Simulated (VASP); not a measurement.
# Mg (P6_3/mmc) in VASP: notebook, part 2 of 2

VASP 6.6.1.

## (3) Electric field gradients, r2SCAN (volume scaled by 0.98)

POSCAR

```
Mg
1.0
    3.1507338979      0.0000000000      0.0000000000
   -1.5753669490      2.7286155962      0.0000000000
    0.0000000000      0.0000000000      5.1066991294
Mg
2
Direct
    0.3333333333      0.6666666667      0.2500000000
    0.6666666667      0.3333333333      0.7500000000
```

INCAR.step1

```
SYSTEM = Mg
  ALGO = Normal
  EDIFF = 1E-4
  ENCUT = 520
  GGA = PE
  ISMEAR = -1
  LASPH = .TRUE.
  LCHARG = .FALSE.
  LREAL = .FALSE.
  LWAVE = .TRUE.
  NBANDS = 9
  NELM = 80
  PREC = Accurate
  SIGMA = 0.08
```

INCAR.step2

```
SYSTEM = Mg
  ALGO = Normal
  EDIFF = 1E-8
  ENCUT = 520
  ISIF = 2
  ISMEAR = -1
  ISTART = 1
  LASPH = .TRUE.
  LCHARG = .FALSE.
  LEFG = .TRUE.
  LMIXTAU = .TRUE.
  LREAL = .FALSE.
  LWAVE = .FALSE.
  METAGGA = R2SCAN
  NBANDS = 9
  NELM = 80
  PREC = Accurate
  SIGMA = 0.08
```

KPOINTS

```
k-points
0
G
  15 15 8
  0 0 0
```

Potentials or basis: VASP PAW PBE potentials, release 64 (Mg).

On the command line:

```console
$ cat potpaw_PBE.64/Mg/POTCAR > POTCAR
$ cp INCAR.step1 INCAR
$ mpirun -np 1 vasp_std > vasp.out
$ cp INCAR.step2 INCAR
$ mpirun -np 1 vasp_std > vasp.out
```

OUTCAR:

```text
SYSTEM = Mg
   EDIFF = 1E-8
   ENCUT = 520
   ISIF = 2
   ISMEAR = -1
   ISTART = 1
   LASPH = .TRUE.
   LREAL = .FALSE.
   METAGGA = R2SCAN
   NELM = 80
   PREC = Accurate

 ion  position               nearest neighbor table
   1  0.333  0.667  0.250-   2 3.14   2 3.14   2 3.14   2 3.14   2 3.14   2 3.14
   2  0.667  0.333  0.750-   1 3.14   1 3.14   1 3.14   1 3.14   1 3.14   1 3.14

  LATTYP: Found a hexagonal cell.
 ALAT       =     3.1507338979
 C/A-ratio  =     1.6207967080

  Lattice vectors:

 A1 = (   3.1507338979,   0.0000000000,   0.0000000000)
 A2 = (  -1.5753669490,   2.7286155962,   0.0000000000)
 A3 = (   0.0000000000,   0.0000000000,   5.1066991294)

Analysis of symmetry for initial positions (statically):
=====================================================================
 Subroutine PRICEL returns:
 Original cell was already a primitive cell.

 Routine SETGRP: Setting up the symmetry group for a
 hexagonal supercell.

 Subroutine GETGRP returns: Found 24 space group operations
 (whereof 12 operations were pure point group operations)
 out of a pool of 24 trial point group operations.

The static configuration has the point symmetry D_3d.
 The point group associated with its full space group is D_6h.

Analysis of symmetry for dynamics (positions and initial velocities):
=====================================================================
 Subroutine PRICEL returns:
 Original cell was already a primitive cell.

 Routine SETGRP: Setting up the symmetry group for a
 hexagonal supercell.

 Subroutine GETGRP returns: Found 24 space group operations
 (whereof 12 operations were pure point group operations)
 out of a pool of 24 trial point group operations.

[... 163 lines left out ...]
      6      15.0831      0.00000
      7      15.0831      0.00000
      8      15.7626      0.00000
      9      17.7579      0.00000
[... 265 lines left out ...]
 k-point    24 :       0.4000    0.2000    0.0000
  band No.  band energies     occupation
      1       1.0346      2.00000
      2       1.2383      2.00000
      3       4.9135      0.00000
      4       6.3512      0.00000
      5       6.6345      0.00000
      6       7.1116      0.00000
      7       9.0050      0.00000
      8      10.5413      0.00000
      9      12.1388      0.00000

 [... further k-points ...]
[... 5 lines left out ...]
  --------------------------------------------------------------------------------------
  -------------------------------------------------------------------------------------
  Total        0.3145535      0.3145535      0.0966316     -0.0000000      0.0000000      0.0000000
  in kB       11.4791765     11.4791765      3.5264305     -0.0000000      0.0000000      0.0000000
  external PRESSURE =       8.8282612 kB  Pullay stress =       0.0000000 kB

 VOLUME and BASIS-vectors are now :
 -----------------------------------------------------------------------------
  energy-cutoff  :      520.00
  volume of cell :       43.90
      direct lattice vectors                 reciprocal lattice vectors
     3.150733898  0.000000000  0.000000000     0.317386372  0.183243107  0.000000000
    -1.575366949  2.728615596  0.000000000     0.000000000  0.366486214  0.000000000
     0.000000000  0.000000000  5.106699129     0.000000000  0.000000000  0.195821209

 POSITION                                       TOTAL-FORCE (eV/Angst)
 -----------------------------------------------------------------------------------
     -0.00000      1.81908      1.27667         0.000000     -0.000000      0.000000
      1.57537      0.90954      3.83002        -0.000000      0.000000      0.000000
 -----------------------------------------------------------------------------------
    total drift:                               -0.000000      0.000000     -0.000000

  FREE ENERGIE OF THE ION-ELECTRON SYSTEM (eV)
  ---------------------------------------------------
  free  energy   TOTEN  =        -8.3025099960 eV

  energy  without entropy=       -8.2875181904  energy(sigma->0) =       -8.29501409

 Electric field gradients (V/A^2)
---------------------------------------------------------------------
 ion       V_xx      V_yy      V_zz      V_xy      V_xz      V_yz
---------------------------------------------------------------------
   1      -0.415    -0.415     0.830    -0.000    -0.000     0.000
   2      -0.415    -0.415     0.830    -0.000     0.000    -0.000
---------------------------------------------------------------------

 Electric field gradients after diagonalization (V/A^2)
 (convention: |V_zz| > |V_xx| > |V_yy|)
----------------------------------------------------------------------
 ion       V_xx      V_yy      V_zz     asymmetry (V_yy - V_xx)/ V_zz
----------------------------------------------------------------------
   1      -0.415    -0.415     0.830       0.000
   2      -0.415    -0.415     0.830       0.000
----------------------------------------------------------------------

           NMR quadrupolar parameters

 Cq : quadrupolar parameter    Cq=e*Q*V_zz/h
 eta: asymmetry parameters     (V_yy - V_xx)/ V_zz
 Q  : nuclear electric quadrupole moment in mb (millibarn)
----------------------------------------------------------------------
 ion       Cq(MHz)       eta       Q (mb)
----------------------------------------------------------------------
   1       0.002       0.000       1.000
   2       0.002       0.000       1.000
----------------------------------------------------------------------
```

OUTCAR.step1:

```text
SYSTEM = Mg
   EDIFF = 1E-4
   ENCUT = 520
   GGA = PE
   ISMEAR = -1
   LASPH = .TRUE.
   LREAL = .FALSE.
[... 511 lines left out ...]
     -0.00000      1.81908      1.27667         0.000000      0.000000      0.000000
      1.57537      0.90954      3.83002        -0.000000     -0.000000      0.000000
 -----------------------------------------------------------------------------------
    total drift:                               -0.000000      0.000000     -0.000000

  FREE ENERGIE OF THE ION-ELECTRON SYSTEM (eV)
  ---------------------------------------------------
  free  energy   TOTEN  =        -3.0124225263 eV

  energy  without entropy=       -2.9948469492  energy(sigma->0) =       -3.00363474
```

OSZICAR.step1:

```text
N       E                     dE             d eps       ncg     rms          rms(c)
DAV:   1    -0.365335586071E-01   -0.36534E-01   -0.13537E+03  2430   0.318E+02
DAV:   2    -0.298421933471E+01   -0.29477E+01   -0.28682E+01  3322   0.290E+01
DAV:   3    -0.302627005286E+01   -0.42051E-01   -0.41963E-01  3112   0.287E+00
DAV:   4    -0.302639098826E+01   -0.12094E-03   -0.12093E-03  3136   0.154E-01
DAV:   5    -0.302639160185E+01   -0.61359E-06   -0.61362E-06  2976   0.106E-02    0.955E-01
DAV:   6    -0.301990342091E+01    0.64882E-02   -0.50304E-04  2834   0.178E-01    0.611E-01
DAV:   7    -0.301241333941E+01    0.74901E-02   -0.19252E-03  2529   0.305E-01    0.331E-02
DAV:   8    -0.301242252628E+01   -0.91869E-05   -0.14296E-05  1901   0.231E-02
   1 F= -.30124225E+01 E0= -.30036347E+01  d E =-.175756E-01
```

Wall time 80 s (1 thread of Intel Xeon Platinum 8488C (Sapphire Rapids), shared host); peak memory 0.19 GiB.

Results:

* Free energy: -8.3025 eV
* Pressure: 0.9 GPa
* Band gap on the k mesh: zero (band 2 reaches 3.82 eV, above the bottom of band 3 at 1.71 eV)

Stress tensor (GPa, compression positive):
```
1.15 0.00 0.00
0.00 1.15 0.00
0.00 0.00 0.35
```

Levels at points of the mesh, in eV from the Fermi level:
```tsv
k point	band 1	band 2	band 3	band 4	band 5	band 6
(0.00, 0.00, 0.00)	-7.59	-1.97	-1.18	11.95	11.95	12.20
(0.00, 0.00, 0.50)	-6.06	-6.06	5.56	5.56	12.72	12.72
```

Electric field gradients, principal values (V/Å²):
```tsv
atom	least	middle	greatest (by size)
1 Mg	-0.415	-0.415	0.830
2 Mg	-0.415	-0.415	0.830
```

Caveat: the cell differs from its parent crystal (volume scaled by 0.98); without QUAD_EFG the Cq values of the log hold for a quadrupole moment of 1 mb, not for the nuclei; the PAW data sets were made with another functional, which shifts forces and pressure a little.

## (4) Electric field gradients, r2SCAN

This run uses another cell than the first one, of 22.40 Å³/atom, 1.042 times its volume.

POSCAR

```
Mg
1.0
    3.1720232863      0.0000000000      0.0000000000
   -1.5860116431      2.7470527473      0.0000000000
    0.0000000000      0.0000000000      5.1412049000
Mg
2
Direct
    0.3333333333      0.6666666667      0.2500000000
    0.6666666667      0.3333333333      0.7500000000
```

INCAR.step1

```
SYSTEM = Mg
  PREC = Accurate
  ENCUT = 520
  ISMEAR = -1
  SIGMA = 0.08
  LREAL = .FALSE.
  LASPH = .TRUE.
  NELM = 100
  NBANDS = 9
  GGA = PE
  ALGO = Normal
  EDIFF = 1E-4
  LWAVE = .TRUE.
  LCHARG = .FALSE.
```

INCAR.step2

```
SYSTEM = Mg
  PREC = Accurate
  ENCUT = 520
  EDIFF = 1E-8
  ISMEAR = -1
  SIGMA = 0.08
  LREAL = .FALSE.
  LASPH = .TRUE.
  NELM = 100
  ALGO = Normal
  ISIF = 2
  LWAVE = .FALSE.
  LCHARG = .FALSE.
  METAGGA = R2SCAN
  LMIXTAU = .TRUE.
  LEFG = .TRUE.
  NBANDS = 9
  ISTART = 1
```

KPOINTS

```
Automatic mesh
0
G
  15 15 8
  0 0 0
```

Potentials or basis: VASP PAW PBE potentials, release 64 (Mg).

On the command line:

```console
$ cat potpaw_PBE.64/Mg/POTCAR > POTCAR
$ cp INCAR.step1 INCAR
$ mpirun -np 1 vasp_std > vasp.out
$ cp INCAR.step2 INCAR
$ mpirun -np 1 vasp_std > vasp.out
```

OUTCAR:

```text
SYSTEM = Mg
   PREC = Accurate
   ENCUT = 520
   EDIFF = 1E-8
   ISMEAR = -1
   LREAL = .FALSE.
   LASPH = .TRUE.
   NELM = 100
   ISIF = 2
   METAGGA = R2SCAN
   ISTART = 1

 ion  position               nearest neighbor table
   1  0.333  0.667  0.250-   2 3.16   2 3.16   2 3.16   2 3.16   2 3.16   2 3.16
   2  0.667  0.333  0.750-   1 3.16   1 3.16   1 3.16   1 3.16   1 3.16   1 3.16

  LATTYP: Found a hexagonal cell.
 ALAT       =     3.1720232863
 C/A-ratio  =     1.6207967080

  Lattice vectors:

 A1 = (   3.1720232863,   0.0000000000,   0.0000000000)
[... 504 lines left out ...]
  free  energy   TOTEN  =        -8.3050442892 eV

  energy  without entropy=       -8.2896489677  energy(sigma->0) =       -8.29734663

 Electric field gradients (V/A^2)
---------------------------------------------------------------------
 ion       V_xx      V_yy      V_zz      V_xy      V_xz      V_yz
---------------------------------------------------------------------
   1      -0.401    -0.401     0.802    -0.000    -0.000     0.000
   2      -0.401    -0.401     0.802    -0.000     0.000    -0.000
---------------------------------------------------------------------

 Electric field gradients after diagonalization (V/A^2)
 (convention: |V_zz| > |V_xx| > |V_yy|)
----------------------------------------------------------------------
 ion       V_xx      V_yy      V_zz     asymmetry (V_yy - V_xx)/ V_zz
----------------------------------------------------------------------
   1      -0.401    -0.401     0.802       0.000
   2      -0.401    -0.401     0.802       0.000
----------------------------------------------------------------------

           NMR quadrupolar parameters

 Cq : quadrupolar parameter    Cq=e*Q*V_zz/h
 eta: asymmetry parameters     (V_yy - V_xx)/ V_zz
 Q  : nuclear electric quadrupole moment in mb (millibarn)
----------------------------------------------------------------------
 ion       Cq(MHz)       eta       Q (mb)
----------------------------------------------------------------------
   1       0.002       0.000       1.000
   2       0.002       0.000       1.000
----------------------------------------------------------------------
```

OSZICAR.step1:

```text
N       E                     dE             d eps       ncg     rms          rms(c)
DAV:   1     0.629261751666E-01    0.62926E-01   -0.12963E+03  2430   0.316E+02
DAV:   2    -0.297517129722E+01   -0.30381E+01   -0.28885E+01  3338   0.279E+01
DAV:   3    -0.303273751002E+01   -0.57566E-01   -0.56826E-01  3138   0.307E+00
DAV:   4    -0.303293586926E+01   -0.19836E-03   -0.19834E-03  3090   0.179E-01
DAV:   5    -0.303293670725E+01   -0.83799E-06   -0.83812E-06  3057   0.116E-02    0.957E-01
DAV:   6    -0.302664327577E+01    0.62934E-02   -0.55227E-04  2771   0.185E-01    0.613E-01
DAV:   7    -0.301917125221E+01    0.74720E-02   -0.21332E-03  2513   0.318E-01    0.335E-02
DAV:   8    -0.301918207586E+01   -0.10824E-04   -0.15113E-05  2036   0.238E-02
   1 F= -.30191821E+01 E0= -.30101951E+01  d E =-.179739E-01
```

Wall time 83 s (1 thread of Intel Xeon Platinum 8488C (Sapphire Rapids), shared host); peak memory 0.2 GiB.

Results:

| Item | Value |
| --- | --- |
| Free energy | -8.3050 eV |
| Pressure | 0.0 GPa |
| Band gap on the k mesh | zero (band 2 reaches 3.71 eV, above the bottom of band 3 at 1.60 eV) |

Electric field gradients, principal values (V/Å²):
| atom | least | middle | greatest (by size) |
| --- | --- | --- | --- |
| 1 Mg | -0.401 | -0.401 | 0.802 |
| 2 Mg | -0.401 | -0.401 | 0.802 |

Caveat: without QUAD_EFG the Cq values of the log hold for a quadrupole moment of 1 mb, not for the nuclei; the PAW data sets were made with another functional, which shifts forces and pressure a little.

## (5) The runs side by side

| cell | gap on the mesh (eV) | pressure (GPa) |
| --- | --- | --- |
| a = 3.129, b = 3.129, c = 5.072 Å, angles 90.0, 90.0, 120.0°, 2 atoms | none | 1.8 |
| a = 3.151, b = 3.151, c = 5.107 Å, angles 90.0, 90.0, 120.0°, 2 atoms | none | 0.9 |
| a = 3.172, b = 3.172, c = 5.141 Å, angles 90.0, 90.0, 120.0°, 2 atoms | none | 0.0 |

Alike in all rows: task electric field gradients; level r2SCAN; potentials or basis VASP PAW PBE potentials, release 64 (Mg); no spin polarisation; k mesh 15 × 15 × 8; cutoff (eV) 520; smearing fermi-dirac 0.08 eV.

Caveats: the PAW data sets were made with another functional, which shifts forces and pressure a little.

Total energies depend on the potentials used, so only differences within one code and one set of settings carry meaning.
